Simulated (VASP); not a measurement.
Here is a VASP 6.6.1 calculation.

INCAR

```
SYSTEM = TiAl
PREC     = Accurate       ! precision mode
ENCUT    = 520            ! plane-wave cutoff, eV
EDIFF    = 1E-6           ! SCF threshold, eV
ISMEAR   = 1              ! smearing method
SIGMA    = 0.1            ! smearing width, eV
LREAL    = .False.        ! projectors in reciprocal space
LASPH    = .True.         ! aspherical terms in the spheres
NELM     = 80             ! most SCF steps
ALGO     = Normal         ! electronic algorithm
ISIF     = 2              ! what is computed and relaxed
LWAVE    = .False.        ! write WAVECAR
LCHARG   = .True.         ! write CHGCAR
GGA      = PS             ! functional
LELF     = .True.         ! ELF
LVHAR    = .True.       
NBANDS   = 14             ! bands
```

KPOINTS

```
Automatic mesh
0
Gamma
  8 8 8
  0 0 0
```

The input POSCAR:

```
TiAl
1.0
    3.0180000000      0.0000000000      0.0000000000
    0.0000000000      3.0180000000      0.0000000000
    0.0000000000      0.0000000000      3.0180000000
Ti Al
1 1
Direct
    0.5000000000      0.5000000000      0.5000000000
    0.0000000000      0.0000000000      0.0000000000
```

Potentials or basis: VASP PAW PBE potentials, release 64 (Ti_sv, Al).

Command:

```sh
$ cat potpaw_PBE.64/Ti_sv/POTCAR potpaw_PBE.64/Al/POTCAR > POTCAR
$ mpirun -np 1 vasp_std > vasp.out
```

Question: Predict the pressure.

Answer: 20.7 GPa.

Caveat: the PAW data sets were made with another functional, which shifts forces and pressure a little.
